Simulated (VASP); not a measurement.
Sb: relaxation of cell and atoms with PBEsol

The system is Sb.

```
CELL_PARAMETERS angstrom
3.29263 0.00000 0.00000
-1.64632 2.85150 0.00000
0.00000 0.00000 5.55457
ATOMIC_POSITIONS crystal
Sb 0.33333 0.66667 0.25000
Sb 0.66667 0.33333 0.75000
```

This isn't the form of Sb at room conditions, which is rhombohedral.

- Program: VASP 6.6.1
- Task: relaxation of cell and atoms
- Functional: PBEsol
- Potentials or basis: VASP PAW PBE potentials, release 64 (Sb)
- Cutoff: 600 eV
- k mesh: 12 × 12 × 8
- Occupations: gaussian, width 0.1 eV
- Spin: no spin polarisation
- Dipole correction: no
- Further INCAR settings: ALGO = Normal; EDIFF = 1e-07; IBRION = 2; EDIFFG = -0.01; NSW = 80; ISIF = 3

The relaxed volume is 26.13 Å³/atom, the relaxed cell is a = 3.322 Å, b = 3.322 Å, c = 5.467 Å, α = 90.00°, β = 90.00°, γ = 120.00° and the space group after relaxing (to 0.1 Å) is P6_3/mmc (No. 194). The energy gained by relaxing is 3.1 meV/atom. The ionic steps are 6. The pressure after relaxing is 0.0 GPa and the band gap on the k mesh is zero (bands 5 and 6 overlap by 8.00 eV).

The path:
| step | energy change (eV) | largest force (eV/Å) | pressure (GPa) | volume (Å³) |
| --- | --- | --- | --- | --- |
| 1 | 0.0000 | 0.0000 | 0.33 | 52.15 |
| 2 | -0.0053 | 0.0000 | -0.35 | 52.55 |
| 3 | -0.0055 | 0.0000 | -0.51 | 52.65 |
| 4 | -0.0060 | 0.0000 | 0.21 | 52.10 |
| 5 | -0.0063 | 0.0000 | -0.06 | 52.30 |
| 6 | -0.0063 | 0.0000 | 0.01 | 52.25 |

Final structure:
```
Sb
1.0
     3.32198    0.00000    0.00000
    -1.66099    2.87692    0.00000
     0.00000    0.00000    5.46747
Sb
2
Cartesian
  0.0000 1.9179 1.3669
  1.6610 0.9590 4.1006
```

Levels at points of the mesh, in eV from the Fermi level:
```csv
k point,band 1,band 2,band 3,band 4,band 5,band 6,band 7,band 8,band 9
"(0.00, 0.00, 0.00)",-13.21,-9.35,-6.07,3.78,3.78,5.43,5.43,5.48,7.92
"(0.50, 0.00, 0.00)",-9.47,-8.15,-4.48,-3.24,-2.38,-0.22,0.42,3.75,4.47
"(0.00, 0.00, 0.50)",-11.96,-11.96,-0.94,-0.94,4.60,4.60,4.60,4.60,8.83
"(0.50, 0.00, 0.50)",-8.56,-8.56,-5.54,-5.54,1.67,1.67,1.79,1.79,5.80
```

Wall time 93 s on 1 thread of AMD EPYC 9R45 96-Core Processor (Zen 5), with other jobs on the host, peak memory 0.2 GiB.

Caveat: the PAW data sets were made with another functional, which shifts forces and pressure a little; spin-orbit coupling is left out, which moves the levels of the heavy elements.
